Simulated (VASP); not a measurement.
# LaB6 (Pm-3m) in VASP: notebook, part 2 of 2

VASP 6.6.1. Earlier steps stand in the parts before.

## 4. Single point, r2SCAN

This run uses another cell than the first one, of 10.23 Å³/atom, 1.020 times its volume.

File POSCAR:

```
LaB6
1.0
    4.1522010400      0.0000000000      0.0000000000
    0.0000000000      4.1522010400      0.0000000000
    0.0000000000      0.0000000000      4.1522010400
La B
1 6
Direct
    0.0000000000      0.0000000000      0.0000000000
    0.2000299800      0.5000000000      0.5000000000
    0.5000000000      0.2000299800      0.5000000000
    0.7999700200      0.5000000000      0.5000000000
    0.5000000000      0.7999700200      0.5000000000
    0.5000000000      0.5000000000      0.2000299800
    0.5000000000      0.5000000000      0.7999700200
```

File INCAR.step1:

```
SYSTEM = LaB6
PREC     = Accurate       ! precision mode
ENCUT    = 520            ! plane-wave cutoff, eV
ISMEAR   = -1             ! smearing method
SIGMA    = 0.1            ! smearing width, eV
LREAL    = .FALSE.        ! projectors in reciprocal space
LASPH    = .TRUE.         ! aspherical terms in the spheres
NELM     = 80             ! most SCF steps
NBANDS   = 24             ! bands
GGA      = PE             ! functional
ALGO     = Normal         ! electronic algorithm
EDIFF    = 1E-4           ! SCF threshold, eV
LWAVE    = .TRUE.         ! write WAVECAR
LCHARG   = .FALSE.        ! write CHGCAR
```

File INCAR.step2:

```
SYSTEM = LaB6
PREC     = Accurate       ! precision mode
ENCUT    = 520            ! plane-wave cutoff, eV
EDIFF    = 1E-6           ! SCF threshold, eV
ISMEAR   = -1             ! smearing method
SIGMA    = 0.1            ! smearing width, eV
LREAL    = .FALSE.        ! projectors in reciprocal space
LASPH    = .TRUE.         ! aspherical terms in the spheres
NELM     = 80             ! most SCF steps
ALGO     = Normal         ! electronic algorithm
ISIF     = 2              ! what is computed and relaxed
LWAVE    = .FALSE.        ! write WAVECAR
LCHARG   = .TRUE.         ! write CHGCAR
METAGGA  = R2SCAN         ! meta-GGA
LMIXTAU  = .TRUE.       
LELF     = .TRUE.         ! ELF
LVHAR    = .TRUE.       
NBANDS   = 24             ! bands
ISTART   = 1
```

File KPOINTS:

```
Automatic mesh
0
G
  8 8 8
  0 0 0
```

Potentials or basis: VASP PAW PBE potentials, release 64 (La, B).

Started as:

```
cat potpaw_PBE.64/La/POTCAR potpaw_PBE.64/B/POTCAR > POTCAR
cp INCAR.step1 INCAR
mpirun -np 1 vasp_std > vasp.out
cp INCAR.step2 INCAR
mpirun -np 1 vasp_std > vasp.out
```

OUTCAR:

```text
SYSTEM = LaB6
   PREC = Accurate
   ENCUT = 520
   EDIFF = 1E-6
   ISMEAR = -1
   LREAL = .FALSE.
   LASPH = .TRUE.
   NELM = 80
   ISIF = 2
   METAGGA = R2SCAN
   ISTART = 1

 ion  position               nearest neighbor table
   1  0.000  0.000  0.000-
   2  0.200  0.500  0.500-   4 1.66   3 1.76   5 1.76   6 1.76   7 1.76
   3  0.500  0.200  0.500-   5 1.66   4 1.76   2 1.76   6 1.76   7 1.76
   4  0.800  0.500  0.500-   2 1.66   3 1.76   5 1.76   6 1.76   7 1.76
   5  0.500  0.800  0.500-   3 1.66   2 1.76   4 1.76   6 1.76   7 1.76
   6  0.500  0.500  0.200-   7 1.66   3 1.76   4 1.76   5 1.76   2 1.76
   7  0.500  0.500  0.800-   6 1.66   3 1.76   4 1.76   5 1.76   2 1.76

  LATTYP: Found a simple cubic cell.
 ALAT       =     4.1522010400

  Lattice vectors:

 A1 = (   4.1522010400,   0.0000000000,   0.0000000000)
 A2 = (   0.0000000000,   4.1522010400,   0.0000000000)
 A3 = (   0.0000000000,   0.0000000000,   4.1522010400)

Analysis of symmetry for initial positions (statically):
=====================================================================
 Subroutine PRICEL returns:
 Original cell was already a primitive cell.

 Routine SETGRP: Setting up the symmetry group for a
 simple cubic supercell.

 Subroutine GETGRP returns: Found 48 space group operations
 (whereof 48 operations were pure point group operations)
 out of a pool of 48 trial point group operations.

The static configuration has the point symmetry O_h .

Analysis of symmetry for dynamics (positions and initial velocities):
=====================================================================
 Subroutine PRICEL returns:
 Original cell was already a primitive cell.

 Routine SETGRP: Setting up the symmetry group for a
 simple cubic supercell.

 Subroutine GETGRP returns: Found 48 space group operations
 (whereof 48 operations were pure point group operations)
 out of a pool of 48 trial point group operations.

The dynamic configuration has the point symmetry O_h .

 Subroutine INISYM returns: Found 48 space group operations
 (whereof 48 operations are pure point group operations),
 and found     1 'primitive' translations

----------------------------------------------------------------------------------------

                                     Primitive cell

  volume of cell :      71.5872

  direct lattice vectors                    reciprocal lattice vectors
     4.152201040  0.000000000  0.000000000     0.240836123  0.000000000  0.000000000
     0.000000000  4.152201040  0.000000000     0.000000000  0.240836123  0.000000000
     0.000000000  0.000000000  4.152201040     0.000000000  0.000000000  0.240836123

  length of vectors
     4.152201040  4.152201040  4.152201040     0.240836123  0.240836123  0.240836123

  position of ions in fractional coordinates (direct lattice)
     0.000000000  0.000000000  0.000000000
     0.200029980  0.500000000  0.500000000
     0.500000000  0.200029980  0.500000000
     0.799970020  0.500000000  0.500000000
     0.500000000  0.799970020  0.500000000
     0.500000000  0.500000000  0.200029980
     0.500000000  0.500000000  0.799970020

  ion indices of the primitive-cell ions
   primitive index   ion index
[... 27 lines left out ...]
     0.000000000  0.000000000  0.000000000

 Subroutine IBZKPT returns following result:
 ===========================================

 Found     35 irreducible k-points:

 Following reciprocal coordinates:
            Coordinates               Weight
  0.000000  0.000000  0.000000      1.000000
  0.125000  0.000000  0.000000      6.000000
  0.250000  0.000000  0.000000      6.000000
  0.375000  0.000000  0.000000      6.000000
  0.500000  0.000000  0.000000      3.000000
  0.125000  0.125000  0.000000     12.000000
[... 16 lines left out ...]
  0.375000  0.375000  0.125000     24.000000
  0.500000  0.375000  0.125000     24.000000
 [... further k-points ...]
   k-points           NKPTS =     35   k-points in BZ     NKDIM =     35   number of bands    NBANDS=     24
   number of dos      NEDOS =    301   number of ions     NIONS =      7
   total plane-waves  NPLWV =  32768
   dimension x,y,z NGX =    32 NGY =   32 NGZ =   32
   dimension x,y,z NGXF=    64 NGYF=   64 NGZF=   64
   ions per type =               1   6
   NGX,Y,Z   is equivalent  to a cutoff of  12.81, 12.81, 12.81 a.u.
   NGXF,Y,Z  is equivalent  to a cutoff of  25.62, 25.62, 25.62 a.u.
 SYSTEM =  LaB6
   PREC   = accura    normal or accurate (medium, high low for compatibility)
   ISTART =      1    job   : 0-new  1-cont  2-samecut
   ICHARG =      0    charge: 1-file 2-atom 10-const
   ISPIN  =      1    spin polarized calculation?
   LNONCOLLINEAR =      F non collinear calculations
   LSORBIT =      F    spin-orbit coupling
   LASPH  =      T    aspherical Exc in radial PAW
   ENCUT  =  520.0 eV  38.22 Ry    6.18 a.u.   7.72  7.72  7.72*2*pi/ulx,y,z
   NELM   =     80;   NELMIN=  2; NELMDL=  0     # of ELM steps
   EDIFF  = 0.1E-05   stopping-criterion for ELM
   LREAL  =      F    real-space projection
   EDIFFG = 0.1E-04   stopping-criterion for IOM
   NSW    =      0    number of steps for IOM
   IBRION =     -1    ionic relax: 0-MD 1-quasi-New 2-CG
   NFREE  =      0    steps in history (QN), initial steepest desc. (CG)
   ISIF   =      2    stress and relaxation
   ISYM   =      2    0-nonsym 1-usesym 2-fastsym
   POTIM  = 0.5000    time-step for ionic-motion
   TEBEG  =    0.0;   TEEND  =   0.0 temperature during run
   PSTRESS=    0.0 pullay stress
   NELECT =      29.0000    total number of electrons
   NUPDOWN=      -1.0000    fix difference up-down
   EMIN   =  10.00;   EMAX   =-10.00  energy-range for DOS
   EFERMI =   0.00;   METHOD = LEGACY
   ISMEAR =    -1;   SIGMA  =   0.10  broadening in eV -4-tet -1-fermi 0-gaus
   EFERMI_NEDOS =   21; number of points for ismear=-14 and -15
   IALGO  =     38    algorithm
   IMIX   =      4    mixing-type and parameters
     AMIX     =   0.40;   BMIX     =  1.00
     AMIX_MAG =   1.60;   BMIX_MAG =  1.00
  volume/ion in A,a.u.               =      10.23        69.01
  Fermi-wavevector in a.u.,A,eV,Ry     =   1.211330  2.289082 19.964104  1.467320
  Thomas-Fermi vector in A             =   2.346849
   LORBIT       =      0    0 simple, 1 ext, 2 COOP (PROOUT), +10 PAW based schemes
   METAGGA = R2SCAN    functional components
   LHFCALC =     F    Hartree Fock is set to
   AEXX    =    0.0000 exact exchange contribution
   IVDW    =     0    specifies the selected vdW correction
   LEPSILON=     F    determine dielectric tensor
   LRPA    =     F    only Hartree local field effects (RPA)
 non-spin polarized calculation
  energy-cutoff  :      520.00
  volume of cell :       71.59
 maximum number of plane-waves:      1956
 NGX is ok and might be reduce to    32
   NGX = 15   NGY = 15   NGZ = 15

 number of electron      29.0000003 magnetization

 Free energy of the ion-electron system (eV)
  ---------------------------------------------------
  ext. energy  EPLUGINS =         0.00000000
  ---------------------------------------------------
  free energy    TOTEN  =       -78.23372007 eV

  energy without entropy =      -78.20910235  energy(sigma->0) =      -78.22141121

 E-fermi :   8.7506     XC(G=0): -11.9426

 val. band max:        8.7426017777   @ k =   0.2500   0.2500   0.0000
 cond. band min:       8.7754935100   @ k =   0.1250   0.1250   0.0000
 fundamental gap:      0.0328917323
 Fermi energy:         8.7506232257

 k-point     1 :       0.0000    0.0000    0.0000
  band No.  band energies     occupation
      1     -25.6343      2.00000
      2      -8.9332      2.00000
      3      -8.9332      2.00000
      4      -8.9332      2.00000
      5      -7.8459      2.00000
      6       0.3550      2.00000
[... 637 lines left out ...]
     23      11.9690      0.00000
     24      12.2926      0.00000

 [... further k-points ...]
[... 5 lines left out ...]
  --------------------------------------------------------------------------------------
  -------------------------------------------------------------------------------------
  Total        0.0143265      0.0143265      0.0143265      0.0000000      0.0000000      0.0000000
  in kB        0.3206377      0.3206377      0.3206377      0.0000000      0.0000000      0.0000000
  external PRESSURE =       0.3206377 kB  Pullay stress =       0.0000000 kB

 VOLUME and BASIS-vectors are now :
 -----------------------------------------------------------------------------
  energy-cutoff  :      520.00
  volume of cell :       71.59
      direct lattice vectors                 reciprocal lattice vectors
     4.152201040  0.000000000  0.000000000     0.240836123  0.000000000  0.000000000
     0.000000000  4.152201040  0.000000000     0.000000000  0.240836123  0.000000000
     0.000000000  0.000000000  4.152201040     0.000000000  0.000000000  0.240836123

 POSITION                                       TOTAL-FORCE (eV/Angst)
 -----------------------------------------------------------------------------------
      0.00000      0.00000      0.00000         0.000000      0.000000      0.000000
      0.83056      2.07610      2.07610        -0.020627      0.000000      0.000000
      2.07610      0.83056      2.07610         0.000000     -0.020627     -0.000000
      3.32164      2.07610      2.07610         0.020627      0.000000     -0.000000
      2.07610      3.32164      2.07610        -0.000000      0.020627      0.000000
      2.07610      2.07610      0.83056         0.000000     -0.000000     -0.020627
      2.07610      2.07610      3.32164        -0.000000     -0.000000      0.020627
 -----------------------------------------------------------------------------------
    total drift:                                0.000000     -0.000000     -0.000000

  FREE ENERGIE OF THE ION-ELECTRON SYSTEM (eV)
  ---------------------------------------------------
  free  energy   TOTEN  =       -78.2337200695 eV

  energy  without entropy=      -78.2091023521  energy(sigma->0) =      -78.22141121
```

Wall time 4.1 min (1 thread of AMD EPYC 7R43 (Zen 3), shared host); peak memory 0.19 GiB.

Results:

* Free energy: -78.2337 eV
* Pressure: 0.0 GPa
* Largest force: 0.021 eV/Å

Forces on the atoms (eV/Å):
```
La   0.000  0.000  0.000
B   -0.021  0.000  0.000
B    0.000 -0.021  0.000
B    0.021  0.000  0.000
B    0.000  0.021  0.000
B    0.000  0.000 -0.021
B    0.000  0.000  0.021
```

Levels at points of the mesh, in eV from the Fermi level:
```
           k point  band 11  band 12  band 13  band 14  band 15  band 16  band 17  band 18
(0.00, 0.00, 0.00)    -7.50    -2.00    -2.00    -2.00     0.27     0.27     0.27     1.64
(0.50, 0.00, 0.00)    -3.72    -3.72    -3.41    -2.53    -1.59     1.65     1.65     1.69
(0.50, 0.50, 0.00)    -4.72    -4.72    -3.08    -3.08     1.18     1.18     2.21     2.23
(0.50, 0.50, 0.50)    -5.07    -2.55    -2.55    -2.55     1.67     2.00     2.00     2.00
```

Caveat: the PAW data sets were made with another functional, which shifts forces and pressure a little; spin-orbit coupling is left out, which moves the levels of the heavy elements.

## 5. Single point, r2SCAN

This run uses another cell than the first one, of 10.43 Å³/atom, 1.041 times its volume.

File POSCAR:

```
LaB6
1.0
    4.1796998700      0.0000000000      0.0000000000
    0.0000000000      4.1796998700      0.0000000000
    0.0000000000      0.0000000000      4.1796998700
La B
1 6
Direct
    0.0000000000      0.0000000000      0.0000000000
    0.2003182238      0.5000000000      0.5000000000
    0.5000000000      0.2003182238      0.5000000000
    0.7996817762      0.5000000000      0.5000000000
    0.5000000000      0.7996817762      0.5000000000
    0.5000000000      0.5000000000      0.2003182238
    0.5000000000      0.5000000000      0.7996817762
```

File INCAR.step1:

```
PREC     = Accurate       # precision mode
ENCUT    = 520            # plane-wave cutoff, eV
ISMEAR   = -1             # smearing method
SIGMA    = 0.1            # smearing width, eV
LREAL    = F              # projectors in reciprocal space
LASPH    = T              # aspherical terms in the spheres
NELM     = 80             # most SCF steps
NBANDS   = 24             # bands
GGA      = PE             # functional
ALGO     = Normal         # electronic algorithm
EDIFF    = 1E-4           # SCF threshold, eV
LWAVE    = T              # write WAVECAR
LCHARG   = F              # write CHGCAR
```

File INCAR.step2:

```
PREC     = Accurate       # precision mode
ENCUT    = 520            # plane-wave cutoff, eV
EDIFF    = 1E-6           # SCF threshold, eV
ISMEAR   = -1             # smearing method
SIGMA    = 0.1            # smearing width, eV
LREAL    = F              # projectors in reciprocal space
LASPH    = T              # aspherical terms in the spheres
NELM     = 80             # most SCF steps
ALGO     = Normal         # electronic algorithm
ISIF     = 2              # what is computed and relaxed
LWAVE    = F              # write WAVECAR
LCHARG   = F              # write CHGCAR
METAGGA  = R2SCAN         # meta-GGA
LMIXTAU  = T            
NBANDS   = 24             # bands
ISTART   = 1
```

File KPOINTS:

```
Automatic mesh
0
Gamma
  8 8 8
```

Started as:

```
cat potpaw_PBE.64/La/POTCAR potpaw_PBE.64/B/POTCAR > POTCAR
cp INCAR.step1 INCAR
mpirun -np 1 vasp_std > vasp.out
cp INCAR.step2 INCAR
mpirun -np 1 vasp_std > vasp.out
```

Wall time 3.6 min (1 thread of AMD EPYC 7R43 (Zen 3), shared host); peak memory 0.19 GiB.

Results (log left out):

```
Free energy   : -78.2192 eV
Pressure      : -3.4 GPa
Largest force : 0.019 eV/Å
```

Forces in eV/Å, atoms in the order of the input:
```
La   0.000  0.000  0.000
B   -0.019  0.000  0.000
B    0.000 -0.019  0.000
B    0.019  0.000  0.000
B    0.000  0.019  0.000
B    0.000  0.000 -0.019
B    0.000  0.000  0.019
```

Levels at points of the mesh, in eV from the Fermi level:
| k point | band 11 | band 12 | band 13 | band 14 | band 15 | band 16 | band 17 | band 18 |
| --- | --- | --- | --- | --- | --- | --- | --- | --- |
| (0.00, 0.00, 0.00) | -7.45 | -1.99 | -1.99 | -1.99 | 0.27 | 0.27 | 0.27 | 1.60 |
| (0.50, 0.00, 0.00) | -3.70 | -3.70 | -3.38 | -2.48 | -1.59 | 1.60 | 1.60 | 1.63 |
| (0.50, 0.50, 0.00) | -4.66 | -4.66 | -3.06 | -3.06 | 1.14 | 1.14 | 2.12 | 2.14 |
| (0.50, 0.50, 0.50) | -5.05 | -2.54 | -2.54 | -2.54 | 1.60 | 1.92 | 1.92 | 1.92 |

Caveat: the PAW data sets were made with another functional, which shifts forces and pressure a little; spin-orbit coupling is left out, which moves the levels of the heavy elements.

## 6. Overview

```tsv
cell	gap on the mesh (eV)	pressure (GPa)	largest force (eV/Å)
a = 4.124 Å, 7 atoms	none	3.8	0.02
a = 4.152 Å, 7 atoms	none	0.0	0.02
a = 4.180 Å, 7 atoms	none	-3.4	0.02
```

Alike in all rows: task single point; level r2SCAN; potentials or basis VASP PAW PBE potentials, release 64 (La, B); no spin polarisation; k mesh 8 × 8 × 8; cutoff (eV) 520; smearing fermi-dirac 0.1 eV.

Caveats: the PAW data sets were made with another functional, which shifts forces and pressure a little; spin-orbit coupling is left out, which moves the levels of the heavy elements.

Total energies depend on the potentials used, so only differences within one code and one set of settings carry meaning.
